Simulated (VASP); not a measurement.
Write the native input for VASP 6.6.1 that does the following.

```yaml
Task: density of states
Functional: SVWN5
Potentials_or_basis: VASP PAW PBE potentials, release 64 (Ge_d)
Cutoff: 520 eV
k_mesh: 8 × 8 × 8
Occupations: methfessel-paxton, width 0.1 eV
Spin: no spin polarisation
Dipole_correction: no
k_mesh_for_the_DOS: 12 × 12 × 12
Occupations_for_the_DOS: tetrahedron
Further_INCAR_settings: ALGO = Normal; EDIFF = 1e-07
```

The system is Ge.

```
Ge
1.0
     0.00000    2.82891    2.82891
     2.82891    0.00000    2.82891
     2.82891    2.82891    0.00000
Ge
2
Direct
  0.75000 0.75000 0.75000
  0.50000 0.50000 0.50000
```

These files were run (other wordings do the same):

POSCAR

```
Ge
1.0
    0.0000000000      2.8289100000      2.8289100000
    2.8289100000      0.0000000000      2.8289100000
    2.8289100000      2.8289100000      0.0000000000
Ge
2
Direct
    0.7500000000      0.7500000000      0.7500000000
    0.5000000000      0.5000000000      0.5000000000
```

INCAR.step1

```
PREC = Accurate
ENCUT = 520
EDIFF = 1E-7
ISMEAR = 1
SIGMA = 0.1
LREAL = False
LASPH = True
NELM = 100
ALGO = Normal
ISIF = 2
LWAVE = False
LCHARG = True
GGA = VW
NBANDS = 21
```

KPOINTS.step1

```
regular mesh
0
Gamma
  8 8 8
```

INCAR.step2

```
PREC = Accurate
ENCUT = 520
EDIFF = 1E-7
ISMEAR = -5
SIGMA = 0.1
LREAL = False
LASPH = True
NELM = 100
ALGO = Normal
ISIF = 2
LWAVE = False
LCHARG = False
GGA = VW
LORBIT = 11
NEDOS = 1001
ICHARG = 11
```

KPOINTS.step2

```
regular mesh
0
Gamma
  12 12 12
```

Potentials or basis: VASP PAW PBE potentials, release 64 (Ge_d).

The run is started by

```console
$ cat potpaw_PBE.64/Ge_d/POTCAR > POTCAR
$ cp INCAR.step1 INCAR
$ cp KPOINTS.step1 KPOINTS
$ mpirun -np 1 vasp_std > vasp.out
$ cp INCAR.step2 INCAR
$ cp KPOINTS.step2 KPOINTS
$ mpirun -np 1 vasp_std > vasp.out
```

It gave:

The valence electrons inside the program's atomic spheres are Ge 12.41.

Wall time 70 s on 1 thread of Intel Xeon 6975P-C (shared host), peak memory 0.17 GiB.
